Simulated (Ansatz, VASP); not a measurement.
# Two plane-wave programs on Al3B2Sb

```
Al B Sb
1.0
     4.95187    0.00000    0.00000
    -2.47594    4.28845    0.00000
     0.00000    0.00000    6.10083
Al B Sb
3 2 1
Direct
  0.50000 0.00000 0.00000
  0.00000 0.50000 0.00000
  0.50000 0.50000 0.00000
  0.00000 0.00000 0.86542
  0.00000 0.00000 0.13458
  0.00000 0.00000 0.50000
```

Alike in both runs: functional PBE; k mesh 12 × 12 × 6; occupations gaussian, width 0.1 eV; no spin polarisation.

Ansatz relaxed the structure, and its values are those at the end. VASP's run is a single point on that final structure, the one shown.

```csv
,VASP,Ansatz
version,VASP 6.6.1,Ansatz 0.2.0
potentials or method,"VASP PAW PBE potentials, release 64 (Al, B, Sb), cutoff 520 eV","scalar-relativistic, plane waves, PAW"
valence electrons in the cell,20,30
```

Ansatz gave:

| Quantity | Value |
| --- | --- |
| gap on the k mesh at the Fermi level (eV) | none |
| pressure (GPa) | 0.0 |
| rms of the force components (eV/Å) | 0.000 |

**Question.** What did VASP give for the same quantities?

**Answer.** gap on the k mesh at the Fermi level (eV): none; pressure (GPa): 0.1; rms of the force components (eV/Å): 0.013.

A gap of «none» marks a metal or a gap that the smearing closes. With one functional, cell and mesh, what is left measures potentials, basis and numerics. VASP's potentials hold 20 valence electrons a cell and Ansatz's 30, so a difference there can come from the potentials and not from the codes.

Spin-orbit coupling is off throughout.
